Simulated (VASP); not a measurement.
# ZrB2 (P6/mmm) in VASP: a series of runs

Runs on ZrB2. Level: PBEsol. Tasks: single point.

Program: VASP 6.6.1. These are calculated values, not measurements. Logs are shortened: lines on timing, memory, paths and dates and some standing lists are left out, and cuts for length are marked.

## 1. The cell of the first run

Symmetry: P6/mmm, No. 191, hexagonal system. The conventional cell has a = 3.094 Å, b = 3.094 Å, c = 3.428 Å, α = 90.00°, β = 90.00°, γ = 120.00°. Within 3.3 Å of Zr (site symmetry 6/mmm) lie 12 B at 2.48 Å and 6 Zr at 3.09 Å. B (site symmetry -6m2) has 3 B at 1.79 Å within 2.4 Å.

## 2. Single point, PBEsol (volume scaled by 0.94, then relaxed in part)

The input, INCAR:

```
SYSTEM = ZrB2
PREC     = Accurate       ! precision mode
ENCUT    = 520            ! plane-wave cutoff, eV
EDIFF    = 1E-7           ! SCF threshold, eV
ISMEAR   = 0              ! smearing method
SIGMA    = 0.1            ! smearing width, eV
LREAL    = .FALSE.        ! projectors in reciprocal space
LASPH    = .TRUE.         ! aspherical terms in the spheres
NELM     = 60             ! most SCF steps
ALGO     = Normal         ! electronic algorithm
ISIF     = 2              ! what is computed and relaxed
LWAVE    = .FALSE.        ! write WAVECAR
LCHARG   = .FALSE.        ! write CHGCAR
GGA      = PS             ! functional
NBANDS   = 16             ! bands
```

The input, KPOINTS:

```
Automatic mesh
0
G
  18 18 12
  0 0 0
```

The input, POSCAR:

```
ZrB2
1.0
    3.0937407279      0.0000000000      0.0000000000
   -1.5468703639      2.6792580630      0.0000000000
    0.0000000000      0.0000000000      3.4280618195
Zr B
1 2
Direct
    0.0000000000      0.0000000000      0.0000000000
    0.3333333333      0.6666666667      0.5000000000
    0.6666666667      0.3333333333      0.5000000000
```

Potentials or basis: VASP PAW PBE potentials, release 64 (Zr_sv, B).

Run with:

```sh
$ cat potpaw_PBE.64/Zr_sv/POTCAR potpaw_PBE.64/B/POTCAR > POTCAR
$ mpirun -np 1 vasp_std > vasp.out
```

OUTCAR:

```text
SYSTEM = ZrB2
   PREC = Accurate
   ENCUT = 520
   EDIFF = 1E-7
   ISMEAR = 0
   LREAL = .FALSE.
   LASPH = .TRUE.
   NELM = 60
   ISIF = 2
   GGA = PS

 ion  position               nearest neighbor table
   1  0.000  0.000  0.000-   2 2.48   3 2.48   2 2.48   3 2.48   2 2.48   2 2.48   3 2.48   3 2.48
                             3 2.48   3 2.48   2 2.48   2 2.48
   2  0.333  0.667  0.500-   3 1.79   3 1.79   3 1.79   1 2.48   1 2.48   1 2.48   1 2.48   1 2.48
                             1 2.48
   3  0.667  0.333  0.500-   2 1.79   2 1.79   2 1.79   1 2.48   1 2.48   1 2.48   1 2.48   1 2.48
                             1 2.48

  LATTYP: Found a hexagonal cell.
 ALAT       =     3.0937407279
 C/A-ratio  =     1.1080637070

  Lattice vectors:

 A1 = (   3.0937407279,   0.0000000000,   0.0000000000)
 A2 = (  -1.5468703639,   2.6792580630,   0.0000000000)
 A3 = (   0.0000000000,   0.0000000000,   3.4280618195)

Analysis of symmetry for initial positions (statically):
=====================================================================
 Subroutine PRICEL returns:
 Original cell was already a primitive cell.

 Routine SETGRP: Setting up the symmetry group for a
 hexagonal supercell.

 Subroutine GETGRP returns: Found 24 space group operations
 (whereof 24 operations were pure point group operations)
 out of a pool of 24 trial point group operations.

The static configuration has the point symmetry D_6h.

Analysis of symmetry for dynamics (positions and initial velocities):
=====================================================================
 Subroutine PRICEL returns:
 Original cell was already a primitive cell.

 Routine SETGRP: Setting up the symmetry group for a
 hexagonal supercell.

 Subroutine GETGRP returns: Found 24 space group operations
 (whereof 24 operations were pure point group operations)
 out of a pool of 24 trial point group operations.

The dynamic configuration has the point symmetry D_6h.

 Subroutine INISYM returns: Found 24 space group operations
 (whereof 24 operations are pure point group operations),
 and found     1 'primitive' translations

----------------------------------------------------------------------------------------

                                     Primitive cell

  volume of cell :      28.4150

  direct lattice vectors                    reciprocal lattice vectors
     3.093740728  0.000000000  0.000000000     0.323233292  0.186618828  0.000000000
    -1.546870364  2.679258063  0.000000000     0.000000000  0.373237656  0.000000000
     0.000000000  0.000000000  3.428061819     0.000000000  0.000000000  0.291710025

  length of vectors
     3.093740728  3.093740728  3.428061819     0.373237656  0.373237656  0.291710025

  position of ions in fractional coordinates (direct lattice)
     0.000000000  0.000000000  0.000000000
     0.333333333  0.666666667  0.500000000
     0.666666667  0.333333333  0.500000000

  ion indices of the primitive-cell ions
   primitive index   ion index
                 1           1
                 2           2
                 3           3

----------------------------------------------------------------------------------------

 KPOINTS: Automatic mesh

Automatic generation of k-mesh.
 Grid dimensions read from file:
 generate k-points for:   18   18   12

 Generating k-lattice:

  Cartesian coordinates                     Fractional coordinates (reciprocal lattice)
     0.017957405  0.010367713  0.000000000     0.055555556  0.000000000  0.000000000
     0.000000000  0.020735425  0.000000000     0.000000000  0.055555556  0.000000000
     0.000000000  0.000000000  0.024309169     0.000000000  0.000000000  0.083333333

  Length of vectors
     0.020735425  0.020735425  0.024309169

  Shift w.r.t. Gamma in fractional coordinates (k-lattice)
     0.000000000  0.000000000  0.000000000

 Subroutine IBZKPT returns following result:
 ===========================================

 Found    259 irreducible k-points:

 Following reciprocal coordinates:
            Coordinates               Weight
  0.000000  0.000000  0.000000      1.000000
  0.055556 -0.000000  0.000000      6.000000
  0.111111 -0.000000  0.000000      6.000000
  0.166667  0.000000  0.000000      6.000000
  0.222222  0.000000  0.000000      6.000000
  0.277778  0.000000  0.000000      6.000000
[... 16 lines left out ...]
  0.333333  0.111111  0.000000     12.000000
  0.388889  0.111111  0.000000     12.000000
 [... further k-points ...]
   k-points           NKPTS =    259   k-points in BZ     NKDIM =    259   number of bands    NBANDS=     16
   number of dos      NEDOS =    301   number of ions     NIONS =      3
   total plane-waves  NPLWV =  16128
   dimension x,y,z NGX =    24 NGY =   24 NGZ =   28
   dimension x,y,z NGXF=    48 NGYF=   48 NGZF=   56
   ions per type =               1   2
   NGX,Y,Z   is equivalent  to a cutoff of  12.90, 12.90, 13.58 a.u.
   NGXF,Y,Z  is equivalent  to a cutoff of  25.79, 25.79, 27.16 a.u.
 SYSTEM =  ZrB2
   PREC   = accura    normal or accurate (medium, high low for compatibility)
   ISTART =      0    job   : 0-new  1-cont  2-samecut
   ICHARG =      2    charge: 1-file 2-atom 10-const
   ISPIN  =      1    spin polarized calculation?
   LNONCOLLINEAR =      F non collinear calculations
   LSORBIT =      F    spin-orbit coupling
   LASPH  =      T    aspherical Exc in radial PAW
   ENCUT  =  520.0 eV  38.22 Ry    6.18 a.u.   5.75  5.75  6.37*2*pi/ulx,y,z
   NELM   =     60;   NELMIN=  2; NELMDL= -5     # of ELM steps
   EDIFF  = 0.1E-06   stopping-criterion for ELM
   LREAL  =      F    real-space projection
   EDIFFG = 0.1E-05   stopping-criterion for IOM
   NSW    =      0    number of steps for IOM
   IBRION =     -1    ionic relax: 0-MD 1-quasi-New 2-CG
   NFREE  =      0    steps in history (QN), initial steepest desc. (CG)
   ISIF   =      2    stress and relaxation
   ISYM   =      2    0-nonsym 1-usesym 2-fastsym
   POTIM  = 0.5000    time-step for ionic-motion
   TEBEG  =    0.0;   TEEND  =   0.0 temperature during run
   PSTRESS=    0.0 pullay stress
   NELECT =      18.0000    total number of electrons
   NUPDOWN=      -1.0000    fix difference up-down
   EMIN   =  10.00;   EMAX   =-10.00  energy-range for DOS
   EFERMI =   0.00;   METHOD = LEGACY
   ISMEAR =     0;   SIGMA  =   0.10  broadening in eV -4-tet -1-fermi 0-gaus
   EFERMI_NEDOS =   21; number of points for ismear=-14 and -15
   IALGO  =     38    algorithm
   IMIX   =      4    mixing-type and parameters
     AMIX     =   0.40;   BMIX     =  1.00
     AMIX_MAG =   1.60;   BMIX_MAG =  1.00
  volume/ion in A,a.u.               =       9.47        63.92
  Fermi-wavevector in a.u.,A,eV,Ry     =   1.405993  2.656942 26.896236  1.976818
  Thomas-Fermi vector in A             =   2.528399
   LORBIT       =      0    0 simple, 1 ext, 2 COOP (PROOUT), +10 PAW based schemes
   GGA     = PS    functional components
   LHFCALC =     F    Hartree Fock is set to
   AEXX    =    0.0000 exact exchange contribution
   IVDW    =     0    specifies the selected vdW correction
   LEPSILON=     F    determine dielectric tensor
   LRPA    =     F    only Hartree local field effects (RPA)
 non-spin polarized calculation
 Gauss-broadening in eV      SIGMA  =   0.10
  energy-cutoff  :      520.00
  volume of cell :       28.41
 maximum number of plane-waves:       786
 NGX is ok and might be reduce to    24
   NGX = 11   NGY = 11   NGZ = 13

 number of electron      18.0000000 magnetization

 Free energy of the ion-electron system (eV)
  ---------------------------------------------------
  ext. energy  EPLUGINS =         0.00000000
  ---------------------------------------------------
  free energy    TOTEN  =       -26.30385854 eV

  energy without entropy =      -26.30287671  energy(sigma->0) =      -26.30336762

 E-fermi :  11.3618     XC(G=0): -12.9119

 val. band max:       11.3549670786   @ k =   0.2222   0.2222   0.0833
 cond. band min:      11.3989708462   @ k =   0.3889   0.2222   0.0000
 fundamental gap:      0.0440037676
 Fermi energy:        11.3617812696

 k-point     1 :       0.0000    0.0000    0.0000
  band No.  band energies     occupation
      1     -36.9224      2.00000
      2     -15.1954      2.00000
      3     -14.5110      2.00000
      4     -14.5110      2.00000
      5      -1.7247      2.00000
      6       8.4942      2.00000
[... 8 lines left out ...]
     15      16.7446      0.00000
     16      16.7446      0.00000

 k-point     2 :       0.0556   -0.0000    0.0000
  band No.  band energies     occupation
      1     -36.9176      2.00000
      2     -15.1885      2.00000
      3     -14.5514      2.00000
      4     -14.5196      2.00000
      5      -1.6570      2.00000
      6       8.3085      2.00000
[... 8 lines left out ...]
     15      17.2092      0.00000
     16      17.3222      0.00000

 k-point     3 :       0.1111   -0.0000    0.0000
  band No.  band energies     occupation
      1     -36.9038      2.00000
      2     -15.1686      2.00000
      3     -14.6662      2.00000
      4     -14.5442      2.00000
      5      -1.4585      2.00000
      6       7.8152      2.00000
[... 8 lines left out ...]
     15      17.8236      0.00000
     16      18.3110      0.00000

 k-point     4 :       0.1667    0.0000    0.0000
  band No.  band energies     occupation
      1     -36.8826      2.00000
      2     -15.1378      2.00000
      3     -14.8380      2.00000
      4     -14.5817      2.00000
      5      -1.1418      2.00000
      6       7.1394      2.00000
[... 8 lines left out ...]
     15      18.5827      0.00000
     16      18.8375      0.00000

 k-point     5 :       0.2222    0.0000    0.0000
  band No.  band energies     occupation
      1     -36.8564      2.00000
      2     -15.0998      2.00000
      3     -15.0422      2.00000
      4     -14.6272      2.00000
      5      -0.7236      2.00000
      6       6.3798      2.00000
[... 8 lines left out ...]
     15      18.7952      0.00000
     16      20.1347      0.00000

 k-point     6 :       0.2778    0.0000    0.0000
  band No.  band energies     occupation
      1     -36.8284      2.00000
      2     -15.2526      2.00000
      3     -15.0591      2.00000
      4     -14.6751      2.00000
      5      -0.2212      2.00000
      6       5.5918      2.00000
[... 8 lines left out ...]
     15      19.4958      0.00000
     16      21.5534      0.00000
[... 267 lines left out ...]
 k-point    21 :       0.2222    0.1111    0.0000
  band No.  band energies     occupation
      1     -36.8198      2.00000
      2     -15.2727      2.00000
      3     -15.0466      2.00000
      4     -14.7377      2.00000
      5      -0.0490      2.00000
      6       5.5836      2.00000
[... 8 lines left out ...]
     15      19.0302      0.00000
     16      21.1285      0.00000

 k-point    22 :       0.2778    0.1111    0.0000
  band No.  band energies     occupation
      1     -36.7948      2.00000
      2     -15.4378      2.00000
      3     -15.0102      2.00000
      4     -14.7960      2.00000
      5       0.5196      2.00000
      6       4.8644      2.00000
[... 8 lines left out ...]
     15      19.9923      0.00000
     16      21.9175      0.00000

 k-point    23 :       0.3333    0.1111    0.0000
  band No.  band energies     occupation
      1     -36.7743      2.00000
      2     -15.5694      2.00000
      3     -14.9804      2.00000
      4     -14.8432      2.00000
      5       1.1428      2.00000
      6       4.1288      2.00000
[... 8 lines left out ...]
     15      20.9878      0.00000
     16      21.5721      0.00000

 k-point    24 :       0.3889    0.1111    0.0000
  band No.  band energies     occupation
      1     -36.7609      2.00000
      2     -15.6540      2.00000
      3     -14.9608      2.00000
      4     -14.8737      2.00000
      5       1.7914      2.00000
      6       3.4101      2.00000
[... 8 lines left out ...]
     15      20.9367      0.00000
     16      21.7998      0.00000

 [... further k-points ...]

------------------------ aborting loop because EDIFF is reached ----------------------------------------

  FORCE on cell =-STRESS in cart. coord.  units (eV):
  Direction    XX          YY          ZZ          XY          YZ          ZX
  --------------------------------------------------------------------------------------
  -------------------------------------------------------------------------------------
  Total        3.1644517      3.1644517      3.1668015      0.0000000     -0.0000000      0.0000000
  in kB      178.4275666    178.4275666    178.5600603      0.0000000     -0.0000000      0.0000000
  external PRESSURE =     178.4717312 kB  Pullay stress =       0.0000000 kB

 VOLUME and BASIS-vectors are now :
 -----------------------------------------------------------------------------
  energy-cutoff  :      520.00
  volume of cell :       28.41
      direct lattice vectors                 reciprocal lattice vectors
     3.093740728  0.000000000  0.000000000     0.323233292  0.186618828  0.000000000
    -1.546870364  2.679258063  0.000000000     0.000000000  0.373237656  0.000000000
     0.000000000  0.000000000  3.428061819     0.000000000  0.000000000  0.291710025

 POSITION                                       TOTAL-FORCE (eV/Angst)
 -----------------------------------------------------------------------------------
      0.00000      0.00000      0.00000         0.000000      0.000000      0.000000
     -0.00000      1.78617      1.71403        -0.000000      0.000000      0.000000
      1.54687      0.89309      1.71403         0.000000     -0.000000      0.000000
 -----------------------------------------------------------------------------------
    total drift:                               -0.000000      0.000000      0.000000

  FREE ENERGIE OF THE ION-ELECTRON SYSTEM (eV)
  ---------------------------------------------------
  free  energy   TOTEN  =       -26.3038585359 eV

  energy  without entropy=      -26.3028767095  energy(sigma->0) =      -26.30336762
```

Wall time 50 s (1 thread of AMD EPYC 9R45 (Zen 5), shared host); peak memory 0.21 GiB.

Results:

- Free energy: -26.3039 eV
- Pressure: 17.8 GPa
- Band gap on the k mesh: zero (band 9 reaches 12.08 eV, above the bottom of band 10 at 10.79 eV)

Caveat: the PAW data sets were made with another functional, which shifts forces and pressure a little.

[end of part 1 of 2]
